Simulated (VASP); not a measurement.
# Si4O7 (a cell with a defect) in VASP: further runs, part 2 of 2

VASP 6.6.1.

### 4 Single point, PBEsol

Input file INCAR:

```
PREC = Accurate
ENCUT = 520
EDIFF = 1E-6
ISMEAR = 0
SIGMA = 0.05
LREAL = F
LASPH = T
NELM = 120
ALGO = Normal
ISIF = 2
LWAVE = F
LCHARG = F
GGA = PS
NBANDS = 40
GGA_COMPAT = F
```

Input file KPOINTS:

```
Automatic mesh
0
Gamma
  4 4 4
```

Input file POSCAR:

```
Si4O7
1.0
    5.0280710683      0.0000000000      0.0000000000
    0.0000000000      5.0280710683      0.0000000000
    0.0000000000      0.0000000000      7.0088699743
Si O
4 7
Direct
    0.2980688188      0.2980688188      0.0000000000
    0.2019311812      0.7980688188      0.2500000000
    0.7019311812      0.7019311812      0.5000000000
    0.7980688188      0.2019311812      0.7500000000
    0.3980464015      0.7395636083      0.4283767439
    0.7604363917      0.8980464015      0.6783767439
    0.6019535985      0.2604363917      0.9283767439
    0.7395636083      0.3980464015      0.5716232561
    0.8980464015      0.7604363917      0.3216232561
    0.2243141434      0.2030916330      0.2563698671
    0.1019535985      0.2395636083      0.8216232561
```

Potentials or basis: VASP PAW PBE potentials, release 64 (Si, O).

Started as:

```console
$ cat potpaw_PBE.64/Si/POTCAR potpaw_PBE.64/O/POTCAR > POTCAR
$ mpirun -np 1 vasp_std > vasp.out
```

OUTCAR:

```text
PREC = Accurate
   ENCUT = 520
   EDIFF = 1E-6
   ISMEAR = 0
   LREAL = F
   LASPH = T
   NELM = 120
   ISIF = 2
   GGA = PS

 ion  position               nearest neighbor table
   1  0.298  0.298  0.000-  11 1.62   7 1.62  10 1.90   4 3.10   2 3.10   2 3.10   4 3.10
   2  0.202  0.798  0.250-   5 1.62   9 1.62  10 2.04   3 3.10   1 3.10   1 3.10   3 3.10
   3  0.702  0.702  0.500-   6 1.62   9 1.62   8 1.62   5 1.62   2 3.10   4 3.10   4 3.10   2 3.10

   4  0.798  0.202  0.750-   7 1.62   8 1.62   6 1.62  11 1.62   1 3.10   3 3.10   3 3.10   1 3.10

   5  0.398  0.740  0.428-   2 1.62   3 1.62
   6  0.760  0.898  0.678-   3 1.62   4 1.62
   7  0.602  0.260  0.928-   4 1.62   1 1.62
   8  0.740  0.398  0.572-   4 1.62   3 1.62
   9  0.898  0.760  0.322-   3 1.62   2 1.62
  10  0.224  0.203  0.256-   1 1.90   2 2.04
  11  0.102  0.240  0.822-   1 1.62   4 1.62

  LATTYP: Found a simple tetragonal cell.
 ALAT       =     5.0280710683
 C/A-ratio  =     1.3939480725

[... 202 lines left out ...]
 cond. band min:       3.5580531186   @ k =   0.0000   0.5000   0.0000
 fundamental gap:      1.9499444421
 Fermi energy:         1.9028177896

 k-point     1 :       0.0000    0.0000    0.0000
  band No.  band energies     occupation
      1     -19.8333      2.00000
      2     -19.0172      2.00000
      3     -18.3249      2.00000
      4     -18.1673      2.00000
      5     -17.7420      2.00000
      6     -17.4418      2.00000
[... 1021 lines left out ...]
     39       9.5007      0.00000
     40      10.0450      0.00000

 [... further k-points ...]
[... 5 lines left out ...]
  --------------------------------------------------------------------------------------
  -------------------------------------------------------------------------------------
  Total        1.3922663     -9.0885118     -9.0710338      0.1931476     -1.5629125      2.0899641
  in kB       12.5887343    -82.1774268    -82.0193928      1.7464216    -14.1317009     18.8972488
  external PRESSURE =     -50.5360284 kB  Pullay stress =       0.0000000 kB

 VOLUME and BASIS-vectors are now :
 -----------------------------------------------------------------------------
  energy-cutoff  :      520.00
  volume of cell :      177.19
      direct lattice vectors                 reciprocal lattice vectors
     5.028071068  0.000000000  0.000000000     0.198883426  0.000000000  0.000000000
     0.000000000  5.028071068  0.000000000     0.000000000  0.198883426  0.000000000
     0.000000000  0.000000000  7.008869974     0.000000000  0.000000000  0.142676352

 POSITION                                       TOTAL-FORCE (eV/Angst)
 -----------------------------------------------------------------------------------
      1.49871      1.49871      0.00000        -0.852649      1.132149      4.836512
      1.01532      4.01275      1.75222         0.486431      1.551854     -1.035162
      3.52936      3.52936      3.50443        -0.195106     -0.099905     -0.490270
      4.01275      1.01532      5.25665        -0.358615     -0.174474     -1.098528
      2.00141      3.71858      3.00244         0.344674     -0.116505      0.549503
      3.82353      4.51544      4.75465         0.093883      0.227520      0.402048
      3.02667      1.30949      6.50687        -0.466491     -0.012872      0.529651
      3.71858      2.00141      4.00643         0.103441     -0.153980      0.498777
      4.51544      3.82353      2.25422        -0.373542     -0.067509      0.084255
      1.12787      1.02116      1.79686         0.734130     -2.245438     -4.850446
      0.51263      1.20454      5.75865         0.483843     -0.040840      0.573660
 -----------------------------------------------------------------------------------
    total drift:                                0.000149      0.000029      0.000171

  FREE ENERGIE OF THE ION-ELECTRON SYSTEM (eV)
  ---------------------------------------------------
  free  energy   TOTEN  =       -84.9975669398 eV

  energy  without entropy=      -84.9975669398  energy(sigma->0) =      -84.99756694
```

stdout:

```text
POSCAR found type information on POSCAR SiO
 POSCAR found :  2 types and      11 ions
 scaLAPACK will be used
 -----------------------------------------------------------------------------
|                                                                             |
|                                                                             |
|     You enforced a specific xc type in the INCAR file but a different       |
|     I HOPE YOU KNOW WHAT YOU ARE DOING!                                     |
|                                                                             |
 -----------------------------------------------------------------------------

 LDA part: xc-table for (Slater+PW92), standard interpolation
 POSCAR, INCAR and KPOINTS ok, starting setup
 FFT: planning ... GRIDC
 FFT: planning ... GRID_SOFT
 FFT: planning ... GRID
 WAVECAR not read
 entering main loop
```

Run time: 9.3 min. Hardware: 1 thread of Oxide Virtual Turin-like, shared host; peak memory 0.35 GiB.

Results:

```yaml
Free_energy: -84.9976 eV
Pressure: -5.1 GPa
Largest_force: 5.395 eV/Å
Band_gap_on_the_k_mesh: 1.95 eV
```

Forces on the atoms (eV/Å):
```
Si  -0.853  1.132  4.837
Si   0.486  1.552 -1.035
Si  -0.195 -0.100 -0.490
Si  -0.359 -0.174 -1.099
O    0.345 -0.117  0.550
O    0.094  0.228  0.402
O   -0.466 -0.013  0.530
O    0.103 -0.154  0.499
O   -0.374 -0.068  0.084
O    0.734 -2.245 -4.850
O    0.484 -0.041  0.574
```

Levels at points of the mesh, in eV from the valence-band top:
```csv
k point,band 26,band 27,band 28,band 29,band 30,band 31,band 32,band 33
"(0.00, 0.00, 0.00)",-2.59,-2.49,-1.53,-0.98,2.63,3.77,5.44,5.58
"(0.50, 0.00, 0.00)",-2.66,-2.35,-1.63,-0.72,2.63,4.31,4.33,5.90
"(0.00, 0.50, 0.00)",-2.74,-2.52,-1.43,-0.04,1.95,4.36,5.34,5.66
"(0.50, 0.50, 0.00)",-2.92,-2.80,-1.42,-0.08,2.10,4.77,5.01,5.96
"(0.00, 0.00, 0.50)",-2.58,-2.42,-1.59,-0.73,2.41,3.79,5.07,5.59
"(0.50, 0.00, 0.50)",-2.71,-2.40,-1.56,-0.81,2.70,4.38,4.75,5.72
"(0.00, 0.50, 0.50)",-2.81,-2.53,-1.37,-0.07,2.01,4.43,5.50,5.79
"(0.50, 0.50, 0.50)",-3.08,-2.63,-1.43,0.00,2.12,4.66,5.11,6.00
```

Caveat: the cell differs from its parent crystal (atoms taken out, atom 10 moved 0.875 of the way to it and +0.675 Å across, host rigid); the PAW data sets were made with another functional, which shifts forces and pressure a little.

### 5 The runs side by side

```csv
cell,gap on the mesh (eV),pressure (GPa),largest force (eV/Å)
"as given, atomic positions A",1.86,15.5,39.69
"as given, atomic positions B",3.18,14.4,40.58
"as given, atomic positions C",1.95,-5.1,5.40
```

Alike in all rows: task single point; level PBEsol; potentials or basis VASP PAW PBE potentials, release 64 (Si, O); no spin polarisation; k mesh 4 × 4 × 4; cutoff (eV) 520; smearing gaussian 0.05 eV.

Caveats: the PAW data sets were made with another functional, which shifts forces and pressure a little; atoms lie so close that the PAW spheres overlap strongly, which falsifies energies and pressures (at least some runs).

Total energies depend on the potentials used, so only differences within one code and one set of settings carry meaning.
